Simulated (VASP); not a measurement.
Here is a VASP 6.6.1 calculation.

Contents of INCAR:

```
PREC     = Accurate       # precision mode
ENCUT    = 750            # plane-wave cutoff, eV
EDIFF    = 1E-6           # SCF threshold, eV
ISMEAR   = 0              # smearing method
SIGMA    = 0.1            # smearing width, eV
LREAL    = F              # projectors in reciprocal space
LASPH    = T              # aspherical terms in the spheres
NELM     = 120            # most SCF steps
ALGO     = Normal         # electronic algorithm
ISIF     = 2              # what is computed and relaxed
LWAVE    = F              # write WAVECAR
LCHARG   = F              # write CHGCAR
GGA      = PS             # functional
NBANDS   = 10             # bands
GGA_COMPAT= F
```

Contents of KPOINTS:

```
regular mesh
0
Gamma
  16 16 16
```

The input POSCAR:

```
Li
1.0
    3.3628185973      0.0000000000      0.0000000000
    0.0000000000      3.3628185973      0.0000000000
    0.0000000000      0.0000000000      3.5471730034
Li
2
Direct
    0.0000000000      0.0000000000      0.0000000000
    0.5000000000      0.5000000000      0.5000000000
```

Potentials or basis: VASP PAW PBE potentials, release 64 (Li_sv).

The run is started by

```console
$ cat potpaw_PBE.64/Li_sv/POTCAR > POTCAR
$ mpirun -np 1 vasp_std > vasp.out
```

(1) Estimate the pressure.

(2) Estimate the band gap on the k mesh.

Answers

(1) 0.0 GPa.

(2) zero (bands 3 and 4 overlap by 4.68 eV).

Caveat: the cell differs from its parent crystal (biaxial strain in the a-b plane: -2.0 %, then relaxed in part); the PAW data sets were made with another functional, which shifts forces and pressure a little.
